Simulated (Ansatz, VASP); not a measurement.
## Two plane-wave programs on AlN

File INCAR:

```
PREC     = Accurate       # precision mode
ENCUT    = 520            # plane-wave cutoff, eV
EDIFF    = 1E-6           # SCF threshold, eV
ISMEAR   = 0              # smearing method
SIGMA    = 0.05           # smearing width, eV
LREAL    = False          # projectors in reciprocal space
LASPH    = True           # aspherical terms in the spheres
NELM     = 80             # most SCF steps
ALGO     = Normal         # electronic algorithm
ISIF     = 2              # what is computed and relaxed
LWAVE    = False          # write WAVECAR
LCHARG   = True           # write CHGCAR
GGA      = PE             # functional
LELF     = True           # ELF
LVHAR    = True         
NBANDS   = 11             # bands
```

Contents of KPOINTS:

```
Automatic mesh
0
Gamma
  10 10 10
```

File POSCAR:

```
AlN
1.0
   -0.1424437406      1.8924668396      1.8924668396
    1.8924668396     -0.1424437406      1.8924668396
    2.0349105802      2.0349105802     -0.2848874812
Al N
1 1
Direct
    0.5000000000      0.5000000000      0.5000000000
    0.0000000000      0.0000000000      0.0000000000
```

Input for Ansatz:

```yaml
crystal:
  lattice:
    - [-0.1424437406, 1.8924668396, 1.8924668396]
    - [1.8924668396, -0.1424437406, 1.8924668396]
    - [2.0349105802, 2.0349105802, -0.2848874812]
  atoms:
    - { symbol: Al, position: [0.5, 0.5, 0.5] }
    - { symbol: "N", position: [0.0, 0.0, 0.0] }
basis:
  ecutwfc: 520.0
kpoints:
  mp_grid: { grid: [10, 10, 10] }
hamiltonian:
  xc: pbe
  pseudopotentials: { kind: paw, azcp: { folder: soft_1 } }
scf:
  occupations: { method: gaussian, width: 0.05 }
output:
  forces: true
  stress: true
  eigenvalues: true
```

Change from the starting cell: engineering shear strain xz -0.1400, engineering shear strain yz -0.1400.

Alike in both runs: task single point; functional PBE; k mesh 10 × 10 × 10; occupations gaussian, width 0.05 eV; no spin polarisation.

```csv
,VASP,Ansatz
version,VASP 6.6.1,Ansatz 0.2.0
potentials or method,"VASP PAW PBE potentials, release 64 (Al, N), cutoff 520 eV","scalar-relativistic, plane waves, PAW"
valence electrons in the cell,8,8
```

```tsv
	VASP	Ansatz	Ansatz less VASP
gap on the k mesh at the Fermi level (eV)	1.33	1.34	+0.009
least direct gap on the mesh (eV)	2.87	2.86	-0.008
pressure (GPa)	4.9	5.0	+0.14
traceless stress, the component that is largest in VASP (GPa)	42.50	42.47	-0.030
```

With one functional, cell and mesh, what is left measures potentials, basis and numerics.
